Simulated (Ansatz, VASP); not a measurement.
# Tl: VASP beside Ansatz

INCAR

```
ALGO = Fast ; EDIFF = 1E-7
ENCUT = 520 ; GGA = PE
ISIF = 2 ; ISMEAR = 0
IVDW = 12 ; LASPH = True
LCHARG = False ; LREAL = False
LWAVE = False ; NBANDS = 12
NELM = 60 ; PREC = Accurate
SIGMA = 0.15
```

Contents of KPOINTS:

```
k-points
0
Gamma
  18 18 18
```

File POSCAR:

```
Tl
1.0
    0.0000000000      2.5358519104      2.3329837576
    2.5358519104      0.0000000000      2.3329837576
    2.5358519104      2.5358519104      0.0000000000
Tl
1
Direct
    0.0000000000      0.0000000000      0.0000000000
```

Input for Ansatz:

```yaml
crystal:
  lattice:
    - [0.0, 2.5358519104, 2.3329837576]
    - [2.5358519104, 0.0, 2.3329837576]
    - [2.5358519104, 2.5358519104, 0.0]
  atoms:
    - { symbol: Tl, position: [0.0, 0.0, 0.0] }
basis:
  ecutwfc: 420
kpoints:
  mp_grid: { grid: [18, 18, 18] }
hamiltonian:
  xc: pbe
  dispersion: d3bj
scf:
  occupations: { method: gaussian, width: 0.15 }
output:
  forces: true
  stress: true
  eigenvalues: true
```

Alike in both runs: task single point; functional PBE; dispersion D3(BJ); k mesh 18 × 18 × 18; occupations gaussian, width 0.15 eV; no spin polarisation.

|  | VASP | Ansatz |
| --- | --- | --- |
| version | VASP 6.6.1 | Ansatz 0.2.0 |
| potentials or method | VASP PAW PBE potentials, release 64 (Tl_d), cutoff 520 eV | scalar-relativistic, plane waves, PAW |
| valence electrons in the cell | 13 | 13 |

```tsv
	VASP	Ansatz	Ansatz less VASP
gap on the k mesh at the Fermi level (eV)	none	none	-
pressure (GPa)	-0.7	-0.7	+0.05
traceless stress, the component that is largest in VASP (GPa)	0.05	0.05	0.000
```

A gap of «none» marks a metal or a gap that the smearing closes.

Spin-orbit coupling is off throughout.
